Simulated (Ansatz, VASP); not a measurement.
# One calculation of Pd, two programs

```
CELL_PARAMETERS angstrom
0.00000 1.92545 1.94490
1.92545 0.00000 1.94490
1.92545 1.92545 0.00000
ATOMIC_POSITIONS crystal
Pd 0.00000 0.00000 0.00000
```

Change from the starting cell: equal xx and yy strain of -1 %.

Alike in both runs: task single point; functional PBE; k mesh 18 × 18 × 18; occupations fermi-dirac, width 0.05 eV; no spin polarisation.

|  | VASP | Ansatz |
| --- | --- | --- |
| version | VASP 6.6.1 | Ansatz 0.2.0 |
| potentials or method | VASP PAW PBE potentials, release 64 (Pd), cutoff 520 eV | all-electron LAPW, scalar-relativistic |

|  | VASP | Ansatz | Ansatz less VASP |
| --- | --- | --- | --- |
| pressure (GPa) | 11.7 | 11.9 | +0.29 |
| traceless stress, the component that is largest in VASP (GPa) | -0.46 | -0.47 | -0.006 |

Ansatz ran all-electron here, and VASP with PAW potentials.
